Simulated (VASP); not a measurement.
Set up this calculation in VASP 6.6.1, as the native input.

| Property | Result |
| --- | --- |
| Task | single point |
| Functional | PBE |
| Potentials or basis | VASP PAW PBE potentials, release 64 (Ga_d) |
| Cutoff | 520 eV |
| k mesh | 10 × 10 × 8 |
| Occupations | fermi-dirac, width 0.05 eV |
| Spin | no spin polarisation |
| Dipole correction | no |
| Further INCAR settings | ALGO = Fast; EDIFF = 1e-07; NBANDS = 20 |

The structure of Ga lies in POSCAR:

```
Ga
1.0
    1.4690811355     -4.1184929765      0.0000000000
    1.4690811355      4.1184929765      0.0000000000
    0.0000000000      0.0000000000      3.2117153101
Ga
2
Direct
    0.1330000000      0.8670000000      0.7500000000
    0.8670000000      0.1330000000      0.2500000000
```

This cell differs from its parent crystal: volume scaled by 1.04.

The input as run:

INCAR

```
SYSTEM = Ga
  ALGO = Fast
  EDIFF = 1E-7
  ENCUT = 520
  GGA = PE
  ISIF = 2
  ISMEAR = -1
  LASPH = .TRUE.
  LCHARG = .TRUE.
  LELF = .TRUE.
  LREAL = .FALSE.
  LVHAR = .TRUE.
  LWAVE = .FALSE.
  NBANDS = 20
  NELM = 100
  PREC = Accurate
  SIGMA = 0.05
```

KPOINTS

```
k-points
0
G
  10 10 8
  0 0 0
```

Potentials or basis: VASP PAW PBE potentials, release 64 (Ga_d).

Run with:

```sh
$ cat potpaw_PBE.64/Ga_d/POTCAR > POTCAR
$ mpirun -np 1 vasp_std > vasp.out
```

It gave:

```
Pressure               : -0.5 GPa
Largest force          : 0.199 eV/Å
Band gap on the k mesh : zero (band 13 reaches 10.29 eV, above the bottom of band 14 at 1.24 eV)
```

Wall time 53 s on 1 thread of Intel(R) Xeon(R) 6975P-C (Granite Rapids) (shared host), peak memory 0.24 GiB.
